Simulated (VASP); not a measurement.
# Co (P6_3/mmc) in VASP: further runs

The runs below take Co through single point, with PBE.

Program: VASP 6.6.1. These are calculated values, not measurements. Logs are shortened: lines on timing, memory, paths and dates and some standing lists are left out, and cuts for length are marked.

**1. The cell of the first run**

Symmetry: P6_3/mmc, No. 194, hexagonal system. Conventional cell: a = 2.472 Å, b = 2.472 Å, c = 4.021 Å, α = 90.00°, β = 90.00°, γ = 120.00°. Within 3.3 Å of Co (site symmetry -6m2) lie 12 Co at 2.47 Å.

**2. Single point, PBE, collinear spin, ferromagnetic start**

File INCAR:

```
PREC     = Accurate       # precision mode
ENCUT    = 520            # plane-wave cutoff, eV
EDIFF    = 1E-6           # SCF threshold, eV
ISMEAR   = 1              # smearing method
SIGMA    = 0.05           # smearing width, eV
LREAL    = False          # projectors in reciprocal space
LASPH    = True           # aspherical terms in the spheres
NELM     = 150            # most SCF steps
ALGO     = Normal         # electronic algorithm
ISIF     = 2              # what is computed and relaxed
LWAVE    = False          # write WAVECAR
LCHARG   = False          # write CHGCAR
ISPIN    = 2              # spin polarisation
MAGMOM   = 2 2            # initial moments
LORBIT   = 11             # projections on sites
LMAXMIX  = 4              # l up to which the mixer works
GGA      = PE             # functional
NBANDS   = 20             # bands
```

File KPOINTS:

```
Automatic mesh
0
Gamma
  10 10 6
```

File POSCAR:

```
Co
1.0
    2.4719999032      0.0000000000      0.0000000000
   -1.2359999516      2.1408147143      0.0000000000
    0.0000000000      0.0000000000      4.0211440800
Co
2
Direct
    0.6666666667      0.3333333333      0.7500000000
    0.3333333333      0.6666666667      0.2500000000
```

Potentials or basis: VASP PAW PBE potentials, release 64 (Co).

Run with:

```
$ cat potpaw_PBE.64/Co/POTCAR > POTCAR
$ mpirun -np 1 vasp_std > vasp.out
```

OUTCAR:

```text
PREC = Accurate
   ENCUT = 520
   EDIFF = 1E-6
   ISMEAR = 1
   LREAL = False
   LASPH = True
   NELM = 150
   ISIF = 2
   ISPIN = 2
   LORBIT = 11
   GGA = PE

 ion  position               nearest neighbor table
   1  0.667  0.333  0.750-   2 2.47   2 2.47   2 2.47   2 2.47   2 2.47   2 2.47
   2  0.333  0.667  0.250-   1 2.47   1 2.47   1 2.47   1 2.47   1 2.47   1 2.47

  LATTYP: Found a hexagonal cell.
 ALAT       =     2.4719999032
 C/A-ratio  =     1.6266764715

  Lattice vectors:

 A1 = (   2.4719999032,   0.0000000000,   0.0000000000)
 A2 = (  -1.2359999516,   2.1408147143,   0.0000000000)
 A3 = (   0.0000000000,   0.0000000000,   4.0211440800)

Analysis of symmetry for initial positions (statically):
=====================================================================
 Subroutine PRICEL returns:
 Original cell was already a primitive cell.

 Routine SETGRP: Setting up the symmetry group for a
 hexagonal supercell.

 Subroutine GETGRP returns: Found 24 space group operations
 (whereof 12 operations were pure point group operations)
 out of a pool of 24 trial point group operations.

The static configuration has the point symmetry D_3d.
 The point group associated with its full space group is D_6h.

Analysis of symmetry for dynamics (positions and initial velocities):
=====================================================================
 Subroutine PRICEL returns:
 Original cell was already a primitive cell.

 Routine SETGRP: Setting up the symmetry group for a
 hexagonal supercell.

 Subroutine GETGRP returns: Found 24 space group operations
 (whereof 12 operations were pure point group operations)
 out of a pool of 24 trial point group operations.

The dynamic configuration has the point symmetry D_3d.
 The point group associated with its full space group is D_6h.

Analysis of structural, dynamic, and magnetic symmetry:
=====================================================================
 Subroutine PRICEL returns:
 Original cell was already a primitive cell.

 Routine SETGRP: Setting up the symmetry group for a
 hexagonal supercell.

 Subroutine GETGRP returns: Found 24 space group operations
 (whereof 12 operations were pure point group operations)
 out of a pool of 24 trial point group operations.

The overall configuration has the point symmetry D_3d.
 The point group associated with its full space group is D_6h.

 Subroutine INISYM returns: Found 24 space group operations
 (whereof 12 operations are pure point group operations),
 and found     1 'primitive' translations

[... 111 lines left out ...]
   IALGO  =     38    algorithm
   IMIX   =      4    mixing-type and parameters
     AMIX     =   0.40;   BMIX     =  1.00
     AMIX_MAG =   1.60;   BMIX_MAG =  1.00
  volume/ion in A,a.u.               =      10.64        71.80
  Fermi-wavevector in a.u.,A,eV,Ry     =   1.548246  2.925761 32.614055  2.397065
  Thomas-Fermi vector in A             =   2.653224
   LORBIT       =     11    0 simple, 1 ext, 2 COOP (PROOUT), +10 PAW based schemes
   GGA     = PE    functional components
   LHFCALC =     F    Hartree Fock is set to
   AEXX    =    0.0000 exact exchange contribution
   IVDW    =     0    specifies the selected vdW correction
   LEPSILON=     F    determine dielectric tensor
   LRPA    =     F    only Hartree local field effects (RPA)
 spin polarized calculation
 Methfessel and Paxton  Order N= 1 SIGMA  =   0.05
  energy-cutoff  :      520.00
  volume of cell :       21.28
 maximum number of plane-waves:       585
   NGX =  9   NGY =  9   NGZ = 15

 number of electron      17.9999990 magnetization       3.2982965

 Free energy of the ion-electron system (eV)
  ---------------------------------------------------
  ext. energy  EPLUGINS =         0.00000000
  ---------------------------------------------------
  free energy    TOTEN  =       -14.06518427 eV

  energy without entropy =      -14.06448663  energy(sigma->0) =      -14.06495172

 E-fermi :  10.5028     XC(G=0): -13.5197

 val. band max:       10.4921710999   @ k =   0.1000   0.0000   0.1667
 cond. band min:      10.5053349464   @ k =   0.2000   0.2000   0.3333
 fundamental gap:      0.0131638464
 Fermi energy:        10.5028342248

 spin component 1

 k-point     1 :       0.0000    0.0000    0.0000
  band No.  band energies     occupation
      1       1.5028      1.00000
      2       5.2890      1.00000
      3       7.8409      1.00000
      4       7.8907      1.00000
      5       7.8907      1.00000
      6       8.2050      1.00000
[... 541 lines left out ...]
     19      35.0627      0.00000
     20      35.5063      0.00000

 [... further k-points ...]

 spin component 2

 k-point     1 :       0.0000    0.0000    0.0000
  band No.  band energies     occupation
      1       1.5192      1.00000
      2       6.2554      1.00000
      3       9.4970      1.00000
      4       9.5677      1.00000
      5       9.5677      1.00000
      6       9.9363      1.00000
[... 541 lines left out ...]
     19      35.2381      0.00000
     20      35.8859      0.00000

 [... further k-points ...]
[... 5 lines left out ...]
  --------------------------------------------------------------------------------------
  -------------------------------------------------------------------------------------
  Total        0.7298196      0.7298196      0.3905750      0.0000000      0.0000000      0.0000000
  in kB       54.9476239     54.9476239     29.4061291      0.0000000      0.0000000      0.0000000
  external PRESSURE =      46.4337923 kB  Pullay stress =       0.0000000 kB

 VOLUME and BASIS-vectors are now :
 -----------------------------------------------------------------------------
  energy-cutoff  :      520.00
  volume of cell :       21.28
      direct lattice vectors                 reciprocal lattice vectors
     2.471999903  0.000000000  0.000000000     0.404530760  0.233555943  0.000000000
    -1.235999952  2.140814714  0.000000000     0.000000000  0.467111887  0.000000000
     0.000000000  0.000000000  4.021144080     0.000000000  0.000000000  0.248685444

 POSITION                                       TOTAL-FORCE (eV/Angst)
 -----------------------------------------------------------------------------------
      1.23600      0.71360      3.01586         0.000000     -0.000000      0.000000
     -0.00000      1.42721      1.00529        -0.000000      0.000000      0.000000
 -----------------------------------------------------------------------------------
    total drift:                                0.000000     -0.000000     -0.000000

  FREE ENERGIE OF THE ION-ELECTRON SYSTEM (eV)
  ---------------------------------------------------
  free  energy   TOTEN  =       -14.0651842686 eV

  energy  without entropy=      -14.0644866280  energy(sigma->0) =      -14.06495172

 total charge

# of ion       s       p       d       tot
------------------------------------------
    1        0.499   0.541   7.271   8.311
    2        0.499   0.541   7.271   8.311
--------------------------------------------------
tot          0.997   1.082  14.543  16.621

 magnetization (x)

# of ion       s       p       d       tot
------------------------------------------
    1       -0.013  -0.051   1.727   1.663
    2       -0.013  -0.051   1.727   1.663
--------------------------------------------------
tot         -0.026  -0.102   3.455   3.327
```

Wall time 73 s (1 thread of Intel Xeon 8259CL, shared host); peak memory 0.16 GiB.

What came out:

| Property | Result |
| --- | --- |
| Free energy | -14.0652 eV |
| Pressure | 4.6 GPa |
| Net moment | 3.30 μB per cell |
| Site moments | Co +1.66 μB |
| Valence electrons inside the program's atomic spheres | Co 8.31 |

Stress tensor (GPa, compression positive):
```
5.49 0.00 0.00
0.00 5.49 0.00
0.00 0.00 2.94
```

Levels at points of the mesh, in eV from the Fermi level:
Spin up:
```tsv
k point	band 8	band 9	band 10	band 11	band 12	band 13	band 14	band 15
(0.00, 0.00, 0.00)	-1.91	-1.91	-0.81	-0.81	-0.13	6.45	22.24	25.05
(0.50, 0.00, 0.00)	-0.65	-0.59	-0.51	1.38	3.45	9.83	10.50	12.90
(0.00, 0.00, 0.50)	-2.67	-1.12	-1.12	-1.12	-1.12	15.11	15.11	22.98
(0.50, 0.00, 0.50)	-1.04	-0.56	-0.56	1.66	1.66	7.46	7.46	18.69
```
Spin down:
```csv
k point,band 4,band 5,band 6,band 7,band 8,band 9,band 10,band 11
"(0.00, 0.00, 0.00)",-0.94,-0.94,-0.57,-0.57,-0.17,-0.11,-0.11,1.11
"(0.50, 0.00, 0.00)",-1.82,-1.08,-1.04,-0.61,1.27,1.37,1.44,2.65
"(0.00, 0.00, 0.50)",-1.56,-1.00,-1.00,-1.00,-1.00,0.77,0.77,0.77
"(0.50, 0.00, 0.50)",-2.40,-0.01,-0.01,0.30,0.30,1.37,1.37,2.30
```

[end of part 1 of 2]
